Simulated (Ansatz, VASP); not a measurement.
**Sr4HfO: VASP beside Ansatz**

```xyz
6
Lattice="5.8534 0.0000 0.0000 -2.9267 5.0692 0.0000 0.0000 0.0000 6.8466" Properties=species:S:1:pos:R:3 pbc="T T T"
Sr    0.0000    3.3795    1.7495
Sr    2.9267    1.6897    1.7495
Sr    2.9267    1.6897    5.0971
Sr    0.0000    3.3795    5.0971
Hf    0.0000    0.0000    3.4233
O     0.0000    0.0000    0.0000
```

Alike in both runs: functional PBE; k mesh 6 × 6 × 2; occupations gaussian, width 0.1 eV; no spin polarisation.

Ansatz relaxed the structure, and its values are those at the end. VASP's run is a single point on that final structure, the one shown.

|  | VASP | Ansatz |
| --- | --- | --- |
| version | VASP 6.6.1 | Ansatz 0.2.0 |
| potentials or method | VASP PAW PBE potentials, release 64 (Sr_sv, Hf_pv, O), cutoff 520 eV | scalar-relativistic, plane waves, PAW |
| valence electrons in the cell | 56 | 72 |

```csv
,VASP,Ansatz,Ansatz less VASP
gap on the k mesh at the Fermi level (eV),none,none,-
pressure (GPa),0.0,0.0,-0.01
rms of the force components (eV/Å),0.005,0.007,+0.0019
```

A gap of «none» marks a metal or a gap that the smearing closes. The functional is the same, so the differences come from potentials, cutoffs and numerics. VASP's potentials hold 56 valence electrons a cell and Ansatz's 72, so a difference there can come from the potentials and not from the codes.

The k mesh is coarse, so the values compare programs but aren't converged. Spin-orbit coupling is off throughout.
